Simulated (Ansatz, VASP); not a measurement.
Two plane-wave programs on Ir

File POSCAR:

```
Ir
1.0
    2.7199504802      0.0000000000      0.0000000000
   -1.3599752401      2.3555462129      0.0000000000
    0.0000000000      0.0000000000      8.8906220815
Ir
4
Direct
    0.0000000000      0.0000000000      1.0000000000
    0.0000000000      0.0000000000      0.5000000000
    0.3333333333      0.6666666667      0.2500000000
    0.6666666667      0.3333333333      0.7500000000
```

File INCAR.step1:

```
SYSTEM = Ir
PREC     = Accurate       ! precision mode
ENCUT    = 520            ! plane-wave cutoff, eV
ISMEAR   = -1             ! smearing method
SIGMA    = 0.1            ! smearing width, eV
LREAL    = .FALSE.        ! projectors in reciprocal space
LASPH    = .TRUE.         ! aspherical terms in the spheres
NELM     = 100            ! most SCF steps
NBANDS   = 26             ! bands
GGA      = PE             ! functional
ALGO     = Normal         ! electronic algorithm
EDIFF    = 1E-4           ! SCF threshold, eV
LWAVE    = .TRUE.         ! write WAVECAR
LCHARG   = .FALSE.        ! write CHGCAR
```

INCAR.step2

```
SYSTEM = Ir
PREC     = Accurate       ! precision mode
ENCUT    = 520            ! plane-wave cutoff, eV
EDIFF    = 1E-6           ! SCF threshold, eV
ISMEAR   = -1             ! smearing method
SIGMA    = 0.1            ! smearing width, eV
LREAL    = .FALSE.        ! projectors in reciprocal space
LASPH    = .TRUE.         ! aspherical terms in the spheres
NELM     = 100            ! most SCF steps
ALGO     = Normal         ! electronic algorithm
ISIF     = 2              ! what is computed and relaxed
LWAVE    = .FALSE.        ! write WAVECAR
LCHARG   = .TRUE.         ! write CHGCAR
METAGGA  = R2SCAN         ! meta-GGA
LMIXTAU  = .TRUE.       
LELF     = .TRUE.         ! ELF
LVHAR    = .TRUE.       
NBANDS   = 26             ! bands
ISTART   = 1
```

Contents of KPOINTS:

```
Automatic mesh
0
G
  15 15 4
  0 0 0
```

Input for Ansatz:

```yaml
crystal:
  lattice:
    - [2.7199504802, 0.0, 0.0]
    - [-1.3599752401, 2.3555462129, 0.0]
    - [0.0, 0.0, 8.8906220815]
  atoms:
    - { symbol: Ir, position: [0.0, 0.0, 1.0] }
    - { symbol: Ir, position: [0.0, 0.0, 0.5] }
    - { symbol: Ir, position: [0.3333333333, 0.6666666667, 0.25] }
    - { symbol: Ir, position: [0.6666666667, 0.3333333333, 0.75] }
hamiltonian:
  xc: r2scan
  pseudopotentials:
    kind: paw
    azcp:
      Ir: "pseudopotentials/Ir.paw.azcp"
basis:
  ecutwfc: 500
  fft_grid_basis: typed
kpoints:
  mp_grid: { grid: [15, 15, 4], shift: [0, 0, 0] }
magnetization:
  spin_polarized: false
scf:
  occupations: { method: fermi_dirac, width: 0.1 }
  lower_state_search: "off"
output:
  stress: true
```

Alike in both runs: task single point; functional r2SCAN; k mesh 15 × 15 × 4; occupations fermi-dirac, width 0.1 eV; no spin polarisation.

|  | VASP | Ansatz |
| --- | --- | --- |
| version | VASP 6.6.1 | Ansatz 0.2.0 |
| potentials or method | VASP PAW PBE potentials, release 64 (Ir), cutoff 520 eV | plane waves (500 eV) with PAW, scalar-relativistic |
| valence electrons in the cell | 36 | 68 |

|  | VASP | Ansatz | Ansatz less VASP |
| --- | --- | --- | --- |
| pressure (GPa) | 2.3 | -0.1 | -2.47 |
| traceless stress, the component that is largest in VASP (GPa) | -0.07 | -0.10 | -0.036 |

VASP's potentials were made for PBE, not for r2SCAN. VASP's potentials hold 36 valence electrons a cell and Ansatz's 68, so a difference there can come from the potentials and not from the codes.

Neither program's run includes spin-orbit coupling.
